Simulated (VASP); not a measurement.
GaN (GaN (P6_3mc)): single point with PBE

Crystal: GaN (GaN (P6_3mc)).

```xyz
16
Lattice="6.4372 0.0000 0.0000 -3.2186 5.5748 0.0000 0.0000 0.0000 5.2435" Properties=species:S:1:pos:R:3 pbc="T T T"
Ga    1.6093    0.9291    2.6172
Ga    0.0000    1.8583    5.2390
Ga    0.0000    3.7165    2.6172
Ga   -1.6093    4.6457    5.2390
Ga    4.8279    0.9291    2.6172
Ga    3.2186    1.8583    5.2390
Ga    3.2186    3.7165    2.6172
Ga    1.6093    4.6457    5.2390
N     1.6093    0.9291    4.5926
N     0.0000    1.8583    1.9709
N     0.0000    3.7165    4.5926
N    -1.6093    4.6457    1.9709
N     4.8279    0.9291    4.5926
N     3.2186    1.8583    1.9709
N     3.2186    3.7165    4.5926
N     1.6093    4.6457    1.9709
```

```
Program             : VASP 6.6.1
Task                : single point
Functional          : PBE
Potentials or basis : VASP PAW PBE potentials, release 64 (Ga_d, N)
Cutoff              : 600 eV
k mesh              : 2 × 2 × 3
Occupations         : gaussian, width 0.01 eV
Spin                : no spin polarisation
```

| Quantity | Value |
| --- | --- |
| Pressure | -0.2 GPa |
| Band gap on the k mesh | 1.70 eV |

Forces in eV/Å, atoms in the order of the input:
```
Ga   0.000  0.000  0.003
Ga   0.000  0.000  0.003
Ga   0.000  0.000  0.003
Ga   0.000  0.000  0.003
Ga   0.000  0.000  0.003
Ga   0.000  0.000  0.003
Ga   0.000  0.000  0.003
Ga   0.000  0.000  0.003
N    0.000  0.000 -0.003
N    0.000  0.000 -0.003
N    0.000  0.000 -0.003
N    0.000  0.000 -0.003
N    0.000  0.000 -0.003
N    0.000  0.000 -0.003
N    0.000  0.000 -0.003
N    0.000  0.000 -0.003
```

Stress tensor (GPa, compression positive):
```
 0.00  0.00  0.00
 0.00  0.00  0.00
 0.00  0.00 -0.48
```

Levels at points of the mesh, in eV from the valence-band top:
```tsv
k point	band 68	band 69	band 70	band 71	band 72	band 73	band 74	band 75	band 76	band 77
(0.00, 0.00, 0.00)	-0.96	-0.96	-0.04	0.00	0.00	1.70	4.04	4.96	4.96	4.96
(0.50, 0.00, 0.00)	-1.84	-0.69	-0.69	-0.48	-0.48	4.10	4.10	5.73	5.73	5.74
```

Wall time 120 s on 1 thread of AMD EPYC 7R43 64-Core Processor (Zen 3) (shared host), peak memory 0.32 GiB.

Caveat: the k points lie up to 0.56 Å⁻¹ apart. As with any semilocal functional, this PBE gap is likely too small.
